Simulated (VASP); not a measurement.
Input of a VASP 6.6.1 run:

Contents of INCAR:

```
  ALGO = Normal
  EDIFF = 1E-6
  ENCUT = 520
  GGA = CA
  ISIF = 2
  ISMEAR = 0
  LASPH = True
  LCHARG = False
  LREAL = False
  LWAVE = False
  NBANDS = 16
  NELM = 80
  PREC = Accurate
  SIGMA = 0.15
```

Contents of KPOINTS:

```
k-points
0
Gamma
  16 16 8
```

Contents of POSCAR:

```
InSb
1.0
    3.0363268895      0.0000000000      0.0000000000
    0.0000000000      3.0363268895      0.0000000000
    0.0000000000      0.0000000000      6.8690823221
In Sb
1 1
Direct
    0.0000000000      0.0000000000      0.0000000000
    0.0000000000      0.0000000000      0.5000000000
```

Potentials or basis: VASP PAW LDA potentials, release 64 (In_d, Sb).

The run is started by

```sh
$ cat potpaw_LDA.64/In_d/POTCAR potpaw_LDA.64/Sb/POTCAR > POTCAR
$ mpirun -np 1 vasp_std > vasp.out
```

Problem. Predict the pressure.

Solution. -4.4 GPa.

Problem. What does it give for the band gap on the k mesh?

Solution. Zero (bands 9 and 10 overlap by 4.64 eV).

Stress tensor (GPa, compression positive):
```
-2.56  0.00  0.00
 0.00 -2.56  0.00
 0.00  0.00 -8.23
```

Caveat: the cell stands under tension; spin-orbit coupling is left out, which moves the levels of the heavy elements.
